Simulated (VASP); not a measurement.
Wanted: the native input for a VASP 6.6.1 run.

```yaml
Task: single point
Functional: r2SCAN
Potentials_or_basis: VASP PAW PBE potentials, release 64 (Na_pv, H)
Cutoff: 520 eV
k_mesh: 2 × 2 × 2
Occupations: fermi-dirac, width 0.19 eV
Spin: no spin polarisation
Dipole_correction: no
Further_INCAR_settings: LREAL = Auto; ALGO = Normal; EDIFF = 1e-06; NBANDS = 46
```

NaH:

```xyz
16
Lattice="0.0000 4.8117 4.8117 4.8117 0.0000 4.8117 4.8117 4.8117 0.0000" Properties=species:S:1:pos:R:3 pbc="T T T"
Na    0.1926    0.2812   -0.2697
Na    2.4614    2.3597    0.2053
Na    2.4410    0.0609    2.4435
Na    4.8049    2.3787    2.7380
Na   -0.0762    2.3680    2.2969
Na    2.2627    5.0366    2.2450
Na    2.3038    2.6464    4.7188
Na    4.7769    4.6300    4.8005
H     2.9388    2.4042    2.5382
H     4.4733    4.4889    2.1664
H     5.2761    2.1990    5.0552
H     7.3205    5.0298    4.9654
H     2.5054    4.6231    4.9228
H     4.7711    7.0202    4.5864
H     5.0197    4.8716    6.8987
H     6.7781    7.1320    7.2736
```

One way to write it, as run:

POSCAR

```
NaH
1.0
    0.0000000000      4.8116660000      4.8116660000
    4.8116660000      0.0000000000      4.8116660000
    4.8116660000      4.8116660000      0.0000000000
Na H
8 8
Direct
   -0.0188077269     -0.0372339851      0.0772554662
    0.0107625924      0.0319041263      0.4796542403
    0.0065996892      0.5012335644      0.0060666098
    0.0323917953      0.5366354398      0.4619631745
    0.4926679242     -0.0153166284     -0.0005290267
    0.5215458637     -0.0549683831      0.5252117458
    0.5259589922      0.4547435337      0.0240444786
    0.4835694123      0.5141085229      0.4786756811
    0.2082064715      0.3193066601      0.2914599642
    0.2267443335      0.2235047071      0.7061822246
    0.2055489720      0.8450642667      0.2514625911
    0.2779300350      0.7540156569      0.7674012494
    0.7316027339      0.2914930089      0.2291994083
    0.7103149928      0.2428775189      0.7486902665
    0.7014826050      0.7322646667      0.3109725405
    0.7926029155      0.7190572870      0.6896223678
```

INCAR.step1

```
SYSTEM = NaH
  ALGO = Normal
  EDIFF = 1E-4
  ENCUT = 520
  GGA = PE
  ISMEAR = -1
  LASPH = .True.
  LCHARG = .False.
  LREAL = Auto
  LWAVE = .True.
  NBANDS = 46
  NELM = 100
  PREC = Accurate
  SIGMA = 0.19
```

INCAR.step2

```
SYSTEM = NaH
  ALGO = Normal
  EDIFF = 1E-6
  ENCUT = 520
  ISIF = 2
  ISMEAR = -1
  ISTART = 1
  LASPH = .True.
  LCHARG = .False.
  LMIXTAU = .True.
  LREAL = Auto
  LWAVE = .False.
  METAGGA = R2SCAN
  NBANDS = 46
  NELM = 100
  PREC = Accurate
  SIGMA = 0.19
```

KPOINTS

```
k-points
0
Gamma
  2 2 2
  0 0 0
```

Potentials or basis: VASP PAW PBE potentials, release 64 (Na_pv, H).

Command:

```bash
$ cat potpaw_PBE.64/Na_pv/POTCAR potpaw_PBE.64/H/POTCAR > POTCAR
$ cp INCAR.step1 INCAR
$ mpirun -np 1 vasp_std > vasp.out
$ cp INCAR.step2 INCAR
$ mpirun -np 1 vasp_std > vasp.out
```

It gave:

```
Pressure               : 1.7 GPa
Largest force          : 1.466 eV/Å
Band gap on the k mesh : 3.73 eV (least direct gap 3.93 eV)
```

Caveat: the k points lie up to 0.57 Å⁻¹ apart; the atoms stand as in a frame of molecular dynamics; the PAW data sets were made with another functional, which shifts forces and pressure a little.

Wall time 8.1 min on 1 thread of Intel(R) Xeon(R) Platinum 8488C (Sapphire Rapids), on a shared host, peak memory 0.43 GiB.
